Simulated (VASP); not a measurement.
A run of VASP 6.6.1:

File POSCAR:

```
BN
1.0
    2.5472375375      0.0000000000      0.0000000000
   -1.2736187687      2.2059724170      0.0000000000
    0.0000000000      0.0000000000      6.7658448057
N B
2 2
Direct
    0.6666666667      0.3333333333      0.2500000000
    0.3333333333      0.6666666667      0.7500000000
    0.6666666667      0.3333333333      0.7500000000
    0.3333333333      0.6666666667      0.2500000000
```

INCAR.step1

```
GGA = PE ; ISMEAR = 0
SIGMA = 0.03 ; LWAVE = F
LCHARG = F ; NSW = 80
PREC = Accurate ; LASPH = T
LREAL = F ; ALGO = Normal
EDIFF = 1E-7 ; NELM = 120
GGA_COMPAT = F ; IBRION = 2
ISIF = 3 ; EDIFFG = -0.002
NELMIN = 4 ; ENCUT = 840
EFERMI = MIDGAP ; POTIM = 0.5
```

Contents of INCAR.step4:

```
GGA = PE ; ISMEAR = 0
SIGMA = 0.03 ; LWAVE = F
LCHARG = F ; PREC = Accurate
LASPH = T ; LREAL = F
ALGO = Normal ; EDIFF = 1E-7
NELM = 120 ; GGA_COMPAT = F
ISIF = 2 ; ENCUT = 840
EFERMI = MIDGAP
```

File KPOINTS:

```
Automatic mesh
0
Gamma
  12 12 4
  0 0 0
```

Potentials or basis: VASP PAW PBE potentials, release 64 (N, B).

Launch:

```bash
$ cat potpaw_PBE.64/N/POTCAR potpaw_PBE.64/B/POTCAR > POTCAR
$ cp INCAR.step1 INCAR
$ cp POSCAR.step1 POSCAR
$ mpirun -np 1 vasp_std > vasp.out
$ cp CONTCAR POSCAR
$ mpirun -np 1 vasp_std > vasp.out
$ cp CONTCAR POSCAR
$ mpirun -np 1 vasp_std > vasp.out
$ cp CONTCAR POSCAR
$ cp INCAR.step4 INCAR
$ mpirun -np 1 vasp_std > vasp.out
```

Hardware: 1 thread of Intel(R) Xeon(R) Platinum 8488C (Sapphire Rapids) (shared host).

Q: How long does it take, and how much memory?

A: It took 12 min on 1 thread of Intel(R) Xeon(R) Platinum 8488C (Sapphire Rapids), with other jobs on the host, peak memory 0.23 GiB. Counts: k points 57, ion steps 46.
